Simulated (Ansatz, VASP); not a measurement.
## One calculation of C, two programs

```
C
1.0
     2.48801    0.00000    0.00000
    -1.24401    2.15468    0.00000
     0.00000    0.00000   12.18871
C
12
Direct
  0.66667 0.33333 0.35417
  0.33333 0.66667 0.85417
  0.66667 0.33333 0.14583
  0.33333 0.66667 0.64583
  0.66667 0.33333 0.47917
  0.33333 0.66667 0.97917
  0.66667 0.33333 0.02083
  0.33333 0.66667 0.52083
  0.00000 0.00000 0.81250
  0.00000 0.00000 0.31250
  0.00000 0.00000 0.68750
  0.00000 0.00000 0.18750
```

Alike in both runs: task single point; functional LDA; k mesh 12 × 12 × 3; occupations fermi-dirac, width 0.05 eV; no spin polarisation.

|  | VASP | Ansatz |
| --- | --- | --- |
| version | VASP 6.6.1 | Ansatz 0.2.0 |
| potentials or method | VASP PAW LDA potentials, release 64 (C) | PseudoDojo standard (LDA files) |
| plane-wave cutoff (eV) | 520 | 1116 |
| valence electrons in the cell | 48 | 48 |

VASP gave:

```
gap on the k mesh at the Fermi level (eV) : 4.46
least direct gap on the mesh (eV)         : 5.35
```

**Question.** Which values does Ansatz return?

**Answer.** gap on the k mesh at the Fermi level (eV): 4.51; least direct gap on the mesh (eV): 5.37.

LDA's correlation is that of Perdew and Zunger in VASP and of Perdew and Wang (1992) in Ansatz.

Noted on Ansatz's run: odd divisions of the mesh miss points on the zone boundary, where band edges often lie, so the gap on the mesh can be too wide.
